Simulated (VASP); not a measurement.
# CsTa3 (Pm-3m) in VASP: a series of runs

Runs on CsTa3. Level: PBE. Tasks: single point.

All numbers are computed with VASP 6.6.1; they aren't measurements. Logs are shortened: lines on timing, memory, paths and dates and some standing lists are left out, and cuts for length are marked.

### 1 The cell of the first run

Symmetry: Pm-3m, No. 221, cubic system. The conventional cell has a = 4.415 Å, b = 4.415 Å, c = 4.415 Å, α = 90.00°, β = 90.00°, γ = 90.00°. Within 4.1 Å of Cs (site symmetry m-3m) lie 12 Ta at 3.12 Å. Ta (site symmetry 4/mmm) has 4 Cs at 3.12 Å and 8 Ta at 3.12 Å within 4.1 Å.

### 2 Single point, PBE

INCAR reads:

```
SYSTEM = CsTa3
  PREC = Accurate
  ENCUT = 520
  EDIFF = 1E-7
  ISMEAR = 0
  SIGMA = 0.1
  LREAL = .False.
  LASPH = .True.
  NELM = 100
  ALGO = Normal
  ISIF = 2
  LWAVE = .False.
  LCHARG = .True.
  GGA = PE
  LELF = .True.
  LVHAR = .True.
  NBANDS = 29
```

KPOINTS reads:

```
regular mesh
0
Gamma
  4 4 4
  0 0 0
```

POSCAR reads:

```
CsTa3
1.0
    4.4145720093      0.0000000000      0.0000000000
    0.0000000000      4.4145720093      0.0000000000
    0.0000000000      0.0000000000      4.4145720093
Cs Ta
1 3
Direct
    0.0000000000      0.0000000000      0.0000000000
    0.0000000000      0.5000000000      0.5000000000
    0.5000000000      0.0000000000      0.5000000000
    0.5000000000      0.5000000000      0.0000000000
```

Potentials or basis: VASP PAW PBE potentials, release 64 (Cs_sv, Ta_pv).

Command:

```console
cat potpaw_PBE.64/Cs_sv/POTCAR potpaw_PBE.64/Ta_pv/POTCAR > POTCAR
mpirun -np 1 vasp_std > vasp.out
```

OUTCAR:

```text
SYSTEM = CsTa3
   PREC = Accurate
   ENCUT = 520
   EDIFF = 1E-7
   ISMEAR = 0
   LREAL = .False.
   LASPH = .True.
   NELM = 100
   ISIF = 2
   GGA = PE

 ion  position               nearest neighbor table
   1  0.000  0.000  0.000-   2 3.12   3 3.12   4 3.12   2 3.12   3 3.12   2 3.12   4 3.12   2 3.12
                             3 3.12   4 3.12   3 3.12   4 3.12
   2  0.000  0.500  0.500-   1 3.12   3 3.12   4 3.12   1 3.12   4 3.12   1 3.12   3 3.12   1 3.12
                             3 3.12   4 3.12   4 3.12   3 3.12
   3  0.500  0.000  0.500-   1 3.12   2 3.12   4 3.12   1 3.12   4 3.12   2 3.12   4 3.12   4 3.12
                             1 3.12   2 3.12   1 3.12   2 3.12
   4  0.500  0.500  0.000-   1 3.12   2 3.12   3 3.12   2 3.12   3 3.12   1 3.12   3 3.12   3 3.12
                             1 3.12   2 3.12   2 3.12   1 3.12

  LATTYP: Found a simple cubic cell.
 ALAT       =     4.4145720093

  Lattice vectors:

 A1 = (   4.4145720093,   0.0000000000,   0.0000000000)
 A2 = (   0.0000000000,   4.4145720093,   0.0000000000)
 A3 = (   0.0000000000,   0.0000000000,   4.4145720093)

Analysis of symmetry for initial positions (statically):
=====================================================================
 Subroutine PRICEL returns:
 Original cell was already a primitive cell.

 Routine SETGRP: Setting up the symmetry group for a
 simple cubic supercell.

 Subroutine GETGRP returns: Found 48 space group operations
 (whereof 48 operations were pure point group operations)
 out of a pool of 48 trial point group operations.

The static configuration has the point symmetry O_h .

Analysis of symmetry for dynamics (positions and initial velocities):
=====================================================================
 Subroutine PRICEL returns:
 Original cell was already a primitive cell.

 Routine SETGRP: Setting up the symmetry group for a
 simple cubic supercell.

 Subroutine GETGRP returns: Found 48 space group operations
 (whereof 48 operations were pure point group operations)
 out of a pool of 48 trial point group operations.

The dynamic configuration has the point symmetry O_h .

 Subroutine INISYM returns: Found 48 space group operations
 (whereof 48 operations are pure point group operations),
 and found     1 'primitive' translations

----------------------------------------------------------------------------------------

                                     Primitive cell

  volume of cell :      86.0331

  direct lattice vectors                    reciprocal lattice vectors
     4.414572009  0.000000000  0.000000000     0.226522525  0.000000000  0.000000000
[... 80 lines left out ...]
   NFREE  =      0    steps in history (QN), initial steepest desc. (CG)
   ISIF   =      2    stress and relaxation
   ISYM   =      2    0-nonsym 1-usesym 2-fastsym
   POTIM  = 0.5000    time-step for ionic-motion
   TEBEG  =    0.0;   TEEND  =   0.0 temperature during run
   PSTRESS=    0.0 pullay stress
   NELECT =      42.0000    total number of electrons
   NUPDOWN=      -1.0000    fix difference up-down
   EMIN   =  10.00;   EMAX   =-10.00  energy-range for DOS
   EFERMI =   0.00;   METHOD = LEGACY
   ISMEAR =     0;   SIGMA  =   0.10  broadening in eV -4-tet -1-fermi 0-gaus
   EFERMI_NEDOS =   21; number of points for ismear=-14 and -15
   IALGO  =     38    algorithm
   IMIX   =      4    mixing-type and parameters
     AMIX     =   0.40;   BMIX     =  1.00
     AMIX_MAG =   1.60;   BMIX_MAG =  1.00
  volume/ion in A,a.u.               =      21.51       145.15
  Fermi-wavevector in a.u.,A,eV,Ry     =   1.289049  2.435949 22.608074  1.661647
  Thomas-Fermi vector in A             =   2.420965
   LORBIT       =      0    0 simple, 1 ext, 2 COOP (PROOUT), +10 PAW based schemes
   GGA     = PE    functional components
   LHFCALC =     F    Hartree Fock is set to
   AEXX    =    0.0000 exact exchange contribution
   IVDW    =     0    specifies the selected vdW correction
   LEPSILON=     F    determine dielectric tensor
   LRPA    =     F    only Hartree local field effects (RPA)
 non-spin polarized calculation
 Gauss-broadening in eV      SIGMA  =   0.10
  energy-cutoff  :      520.00
  volume of cell :       86.03
 maximum number of plane-waves:      2360
 NGX is ok and might be reduce to    36
   NGX = 17   NGY = 17   NGZ = 17

 number of electron      42.0000010 magnetization

 Free energy of the ion-electron system (eV)
  ---------------------------------------------------
  ext. energy  EPLUGINS =         0.00000000
  ---------------------------------------------------
  free energy    TOTEN  =       -28.63297995 eV

  energy without entropy =      -28.60192846  energy(sigma->0) =      -28.61745420

 E-fermi :   5.7772     XC(G=0): -11.8125

 val. band max:        5.7569124954   @ k =   0.5000   0.5000   0.0000
 cond. band min:       5.7841844475   @ k =   0.2500   0.2500   0.0000
 fundamental gap:      0.0272719521
 Fermi energy:         5.7772111195

 k-point     1 :       0.0000    0.0000    0.0000
  band No.  band energies     occupation
      1     -29.2207      2.00000
      2     -29.2207      2.00000
      3     -29.2207      2.00000
      4     -29.0132      2.00000
      5     -29.0132      2.00000
      6     -29.0132      2.00000
[... 309 lines left out ...]
     28       9.8924      0.00000
     29       9.8924      0.00000

------------------------ aborting loop because EDIFF is reached ----------------------------------------

  FORCE on cell =-STRESS in cart. coord.  units (eV):
  Direction    XX          YY          ZZ          XY          YZ          ZX
  --------------------------------------------------------------------------------------
  -------------------------------------------------------------------------------------
  Total        0.4614610      0.4614610      0.4614610     -0.0000000      0.0000000     -0.0000000
  in kB        8.5936910      8.5936910      8.5936910     -0.0000000      0.0000000     -0.0000000
  external PRESSURE =       8.5936910 kB  Pullay stress =       0.0000000 kB

 VOLUME and BASIS-vectors are now :
 -----------------------------------------------------------------------------
  energy-cutoff  :      520.00
  volume of cell :       86.03
      direct lattice vectors                 reciprocal lattice vectors
     4.414572009  0.000000000  0.000000000     0.226522525  0.000000000  0.000000000
     0.000000000  4.414572009  0.000000000     0.000000000  0.226522525  0.000000000
     0.000000000  0.000000000  4.414572009     0.000000000  0.000000000  0.226522525

 POSITION                                       TOTAL-FORCE (eV/Angst)
 -----------------------------------------------------------------------------------
      0.00000      0.00000      0.00000         0.000000      0.000000      0.000000
      0.00000      2.20729      2.20729         0.000000      0.000000      0.000000
      2.20729      0.00000      2.20729         0.000000      0.000000      0.000000
      2.20729      2.20729      0.00000         0.000000      0.000000      0.000000
 -----------------------------------------------------------------------------------
    total drift:                                0.000000      0.000000      0.000000

  FREE ENERGIE OF THE ION-ELECTRON SYSTEM (eV)
  ---------------------------------------------------
  free  energy   TOTEN  =       -28.6329799452 eV

  energy  without entropy=      -28.6019284552  energy(sigma->0) =      -28.61745420
```

stdout:

```text
POSCAR found type information on POSCAR CsTa
 POSCAR found :  2 types and       4 ions
 scaLAPACK will be used
 LDA part: xc-table for (Slater+PW92), standard interpolation
 POSCAR, INCAR and KPOINTS ok, starting setup
 FFT: planning ... GRIDC
 FFT: planning ... GRID_SOFT
 FFT: planning ... GRID
 WAVECAR not read
 entering main loop
```

Wall time 11 s (1 thread of Intel Xeon 6975P-C (Granite Rapids), shared host); peak memory 0.2 GiB.

Results:

| Quantity | Value |
| --- | --- |
| Free energy | -28.6330 eV |
| Pressure | 0.9 GPa |
| Band gap on the k mesh | zero (band 21 reaches 6.37 eV, above the bottom of band 22 at 5.25 eV) |

Caveat: spin-orbit coupling is left out, which moves the levels of the heavy elements.

### 3 Single point, PBE

This run uses another cell than the first one, of 23.33 Å³/atom, 1.085 times its volume.

INCAR reads:

```
PREC     = Accurate       # precision mode
ENCUT    = 520            # plane-wave cutoff, eV
EDIFF    = 1E-6           # SCF threshold, eV
ISMEAR   = 0              # smearing method
SIGMA    = 0.1            # smearing width, eV
LREAL    = F              # projectors in reciprocal space
LASPH    = T              # aspherical terms in the spheres
NELM     = 60             # most SCF steps
ALGO     = Fast           # electronic algorithm
ISIF     = 2              # what is computed and relaxed
LWAVE    = F              # write WAVECAR
LCHARG   = F              # write CHGCAR
GGA      = PE             # functional
NBANDS   = 29             # bands
```

KPOINTS reads:

```
Automatic mesh
0
Gamma
  4 4 4
```

POSCAR reads:

```
CsTa3
1.0
    4.5359956977      0.0000000000      0.0000000000
    0.0000000000      4.5359956977      0.0000000000
    0.0000000000      0.0000000000      4.5359956977
Cs Ta
1 3
Direct
    0.0000000000      0.0000000000      0.0000000000
    0.0000000000      0.5000000000      0.5000000000
    0.5000000000      0.0000000000      0.5000000000
    0.5000000000      0.5000000000      0.0000000000
```

Potentials or basis: VASP PAW PBE potentials, release 64 (Cs_sv, Ta_pv).

Command:

```console
cat potpaw_PBE.64/Cs_sv/POTCAR potpaw_PBE.64/Ta_pv/POTCAR > POTCAR
mpirun -np 1 vasp_std > vasp.out
```

Run time: 14 s. Hardware: 1 thread of Intel Xeon 6975P-C (Granite Rapids), shared host; peak memory 0.2 GiB.

The run converged. Its results:

```
Free energy            : -28.4966 eV
Pressure               : -6.5 GPa
Band gap on the k mesh : zero (band 21 reaches 5.69 eV, above the bottom of band 22 at 4.59 eV)
```

Levels at points of the mesh, in eV from the Fermi level:
```csv
k point,band 19,band 20,band 21,band 22,band 23,band 24
"(0.00, 0.00, 0.00)",-2.63,-2.52,0.56,0.56,0.56,2.66
"(0.50, 0.00, 0.00)",-0.88,-0.88,-0.77,-0.13,-0.13,0.72
"(0.50, 0.50, 0.00)",-0.77,-0.40,-0.32,-0.15,-0.15,0.26
"(0.50, 0.50, 0.50)",-0.37,-0.37,-0.27,0.49,0.49,0.49
```

Caveat: spin-orbit coupling is left out, which moves the levels of the heavy elements.
